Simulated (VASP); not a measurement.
# AgCl (P2_1/m) in VASP: further runs, part 2 of 2

VASP 6.6.1. Earlier steps stand in the parts before.

## 3. Single point, PBE (the part above a cut slid along it)

File INCAR:

```
SYSTEM = AgCl
PREC = Accurate
ENCUT = 520
EDIFF = 1E-6
ISMEAR = 0
SIGMA = 0.05
LREAL = .FALSE.
LASPH = .TRUE.
NELM = 60
ALGO = Normal
ISIF = 2
LWAVE = .FALSE.
LCHARG = .FALSE.
GGA = PE
NBANDS = 66
```

File KPOINTS:

```
regular mesh
0
G
  7 5 3
  0 0 0
```

File POSCAR:

```
AgCl
1.0
    0.0000000000     -3.9680551249      0.0000000000
    0.2747307082      0.0000000000     -5.6051095939
   12.0531564929      0.0000000000     -2.6782373793
Ag Cl
6 6
Direct
    0.7500000000      0.3120799836      0.7500991820
    0.7500000000      0.7009466502      0.0834325153
    0.7500000000      0.5065133169      0.4167658486
    0.2500000000     -0.2842272069      0.9165341514
    0.2500000000      0.1046394598      0.2498674847
    0.2500000000     -0.0897938736      0.5832008180
    0.2500000000      0.2156184046      0.9166318913
    0.2500000000      0.6044850713      0.2499652247
    0.2500000000      0.4100517379      0.5832985580
    0.7500000000     -0.1877656279      0.7500014420
    0.7500000000      0.2011010387      0.0833347753
    0.7500000000      0.0066677054      0.4166681087
```

Potentials or basis: VASP PAW PBE potentials, release 64 (Ag, Cl).

Run with:

```
$ cat potpaw_PBE.64/Ag/POTCAR potpaw_PBE.64/Cl/POTCAR > POTCAR
$ mpirun -np 1 vasp_std > vasp.out
```

OUTCAR:

```text
SYSTEM = AgCl
   PREC = Accurate
   ENCUT = 520
   EDIFF = 1E-6
   ISMEAR = 0
   LREAL = .FALSE.
   LASPH = .TRUE.
   NELM = 60
   ISIF = 2
   GGA = PE

 ion  position               nearest neighbor table
   1  0.750  0.312  0.750-   7 2.81   7 2.81  10 2.81  10 2.81   9 2.81   9 2.81
   2  0.750  0.701  0.083-   8 2.81   8 2.81  11 2.81  11 2.81   4 2.85   4 2.85
   3  0.750  0.507  0.417-   9 2.81   9 2.81  12 2.81  12 2.81   8 2.81   8 2.81
   4  0.250  0.716  0.917-  10 2.81  10 2.81   7 2.81   7 2.81   2 2.85   2 2.85
   5  0.250  0.105  0.250-  11 2.81  11 2.81   8 2.81   8 2.81  12 2.81  12 2.81
   6  0.250  0.910  0.583-  12 2.81  12 2.81   9 2.81   9 2.81  10 2.81  10 2.81
   7  0.250  0.216  0.917-   1 2.81   1 2.81   4 2.81   4 2.81
   8  0.250  0.604  0.250-   2 2.81   2 2.81   5 2.81   5 2.81   3 2.81   3 2.81
   9  0.250  0.410  0.583-   3 2.81   3 2.81   6 2.81   6 2.81   1 2.81   1 2.81
  10  0.750  0.812  0.750-   4 2.81   4 2.81   1 2.81   1 2.81   6 2.81   6 2.81
  11  0.750  0.201  0.083-   5 2.81   5 2.81   2 2.81   2 2.81
  12  0.750  0.007  0.417-   6 2.81   6 2.81   3 2.81   3 2.81   5 2.81   5 2.81

  LATTYP: Found a simple monoclinic cell.
 ALAT       =     5.6118384262
 B/A-ratio  =     0.7070864882
 C/A-ratio  =     2.1626842210
 COS(beta)  =    -0.1933603030

  Lattice vectors:

 A1 = (   0.2747307082,   0.0000000000,  -5.6051095939)
 A2 = (   0.0000000000,   3.9680551249,   0.0000000000)
 A3 = (  11.7784257847,   0.0000000000,   2.9268722146)

Analysis of symmetry for initial positions (statically):
=====================================================================
 Subroutine PRICEL returns:
 Original cell was already a primitive cell.

 Routine SETGRP: Setting up the symmetry group for a
 simple monoclinic supercell.

 Subroutine GETGRP returns: Found  4 space group operations
 (whereof  1 operations were pure point group operations)
 out of a pool of  4 trial point group operations.

The static configuration has the point symmetry C_1 .
 The point group associated with its full space group is C_2h.

Analysis of symmetry for dynamics (positions and initial velocities):
[... 165 lines left out ...]
  energy-cutoff  :      520.00
  volume of cell :      265.16
 maximum number of plane-waves:      7181
 NGX is ok and might be reduce to    30
   NGX = 15   NGY = 21   NGZ = 45

 number of electron     107.9999998 magnetization

 Free energy of the ion-electron system (eV)
  ---------------------------------------------------
  ext. energy  EPLUGINS =         0.00000000
  ---------------------------------------------------
  free energy    TOTEN  =       -31.08793636 eV

  energy without entropy =      -31.08211035  energy(sigma->0) =      -31.08502335

 E-fermi :   3.5674     XC(G=0):  -9.7984

 val. band max:        3.5491736614   @ k =   0.4286   0.4000   0.0000
 cond. band min:       3.6129672151   @ k =   0.1429  -0.0000   0.3333
 fundamental gap:      0.0637935538
 Fermi energy:         3.5674334549

 k-point     1 :       0.0000    0.0000    0.0000
  band No.  band energies     occupation
      1     -11.5702      2.00000
      2     -11.4287      2.00000
      3     -11.2777      2.00000
      4     -11.1607      2.00000
      5     -11.1569      2.00000
      6     -10.1302      2.00000
[... 1645 lines left out ...]
     65      10.1190      0.00000
     66      10.2417      0.00000

 [... further k-points ...]

------------------------ aborting loop because EDIFF is reached ----------------------------------------

  FORCE on cell =-STRESS in cart. coord.  units (eV):
  Direction    XX          YY          ZZ          XY          YZ          ZX
  --------------------------------------------------------------------------------------
  -------------------------------------------------------------------------------------
  Total        1.6344863      1.6743094     -3.8293757      0.0000000      0.0000000     -0.9748010
  in kB        9.8760926     10.1167165    -23.1383211      0.0000000      0.0000000     -5.8900615
  external PRESSURE =      -1.0485040 kB  Pullay stress =       0.0000000 kB

 VOLUME and BASIS-vectors are now :
 -----------------------------------------------------------------------------
  energy-cutoff  :      520.00
  volume of cell :      265.16
      direct lattice vectors                 reciprocal lattice vectors
     0.000000000 -3.968055125  0.000000000     0.000000000 -0.252012628  0.000000000
     0.274730708  0.000000000 -5.605109594    -0.040079293  0.000000000 -0.180373103
    12.053156493  0.000000000 -2.678237379     0.083879357  0.000000000  0.004111291

 POSITION                                       TOTAL-FORCE (eV/Angst)
 -----------------------------------------------------------------------------------
      9.12680     -2.97604     -3.75819         0.341659      0.000000      0.021712
      1.19820     -2.97604     -4.15233         0.278913      0.000000      0.008224
      5.16250     -2.97604     -3.95526         0.043214      0.000000      0.000606
     11.24377     -0.99201     -6.46668        -0.278913      0.000000     -0.008224
      3.04044     -0.99201     -1.25572        -0.341659      0.000000     -0.021712
      7.27947     -0.99201     -6.66376        -0.043214      0.000000     -0.000606
     11.10754     -0.99201     -3.66352        -1.830048      0.000000      0.447618
      3.17894     -0.99201     -4.05767        -0.142827      0.000000     -0.025303
      7.14324     -0.99201     -3.86060        -0.088377      0.000000     -0.001125
      9.26303     -2.97604     -6.56134         0.142827      0.000000      0.025303
      1.05970     -2.97604     -1.35038         1.830048      0.000000     -0.447618
      5.02400     -2.97604     -1.15331         0.088377      0.000000      0.001125
 -----------------------------------------------------------------------------------
    total drift:                               -0.000001      0.000000      0.000000

  FREE ENERGIE OF THE ION-ELECTRON SYSTEM (eV)
  ---------------------------------------------------
  free  energy   TOTEN  =       -31.0879363586 eV

  energy  without entropy=      -31.0821103480  energy(sigma->0) =      -31.08502335
```

OSZICAR:

```text
N       E                     dE             d eps       ncg     rms          rms(c)
DAV:   1     0.771114438051E+03    0.77111E+03   -0.52352E+04  4224   0.152E+03
DAV:   2     0.259053775083E+02   -0.74521E+03   -0.71648E+03  4744   0.327E+02
DAV:   3    -0.315434424164E+02   -0.57449E+02   -0.56568E+02  4792   0.862E+01
DAV:   4    -0.327337098929E+02   -0.11903E+01   -0.11870E+01  4792   0.142E+01
DAV:   5    -0.327568810873E+02   -0.23171E-01   -0.23159E-01  4944   0.196E+00    0.139E+01
DAV:   6    -0.310884007975E+02    0.16685E+01   -0.38626E+00  5046   0.140E+01    0.975E+00
DAV:   7    -0.311174969777E+02   -0.29096E-01   -0.17507E+00  4768   0.505E+00    0.417E+00
DAV:   8    -0.310881695941E+02    0.29327E-01   -0.15288E-01  5076   0.247E+00    0.102E+00
DAV:   9    -0.310871902109E+02    0.97938E-03   -0.36690E-02  4788   0.114E+00    0.191E-01
DAV:  10    -0.310876541884E+02   -0.46398E-03   -0.28756E-03  4748   0.210E-01    0.129E-01
DAV:  11    -0.310878340135E+02   -0.17983E-03   -0.18247E-04  4756   0.851E-02    0.623E-02
DAV:  12    -0.310879341244E+02   -0.10011E-03   -0.12221E-04  4542   0.525E-02    0.148E-02
DAV:  13    -0.310879372108E+02   -0.30864E-05   -0.13081E-05  4904   0.179E-02    0.107E-02
DAV:  14    -0.310879363586E+02    0.85224E-06   -0.45389E-06  4224   0.801E-03
   1 F= -.31087936E+02 E0= -.31085023E+02  d E =-.582601E-02
```

Wall time 10 min (1 thread of Intel Xeon 8259CL, shared host); peak memory 0.55 GiB.

What came out:

- Free energy: -31.0879 eV
- Pressure: -0.1 GPa
- Largest force: 1.884 eV/Å
- Band gap on the k mesh: zero (bands 54 and 55 overlap by 0.09 eV)

Forces on the atoms (eV/Å):
```
Ag   0.342  0.000  0.022
Ag   0.279  0.000  0.008
Ag   0.043  0.000  0.001
Ag  -0.279  0.000 -0.008
Ag  -0.342  0.000 -0.022
Ag  -0.043  0.000 -0.001
Cl  -1.830  0.000  0.448
Cl  -0.143  0.000 -0.025
Cl  -0.088  0.000 -0.001
Cl   0.143  0.000  0.025
Cl   1.830  0.000 -0.448
Cl   0.088  0.000  0.001
```

Levels at points of the mesh, in eV from the Fermi level:
| k point | band 50 | band 51 | band 52 | band 53 | band 54 | band 55 | band 56 | band 57 | band 58 | band 59 |
| --- | --- | --- | --- | --- | --- | --- | --- | --- | --- | --- |
| (0.00, 0.00, 0.00) | -1.39 | -1.35 | -0.97 | -0.68 | -0.49 | -0.05 | 1.80 | 2.59 | 3.21 | 3.95 |

Caveat: the cell differs from its parent crystal (the part above a cut slid along it); semilocal functionals underestimate gaps, and a narrow one can read as zero; forces of over 1 eV/Å act on the atoms, so gaps and moduli don't describe the material at rest.

The gap in the log of VASP goes by the Fermi energy; the results here count the filled bands.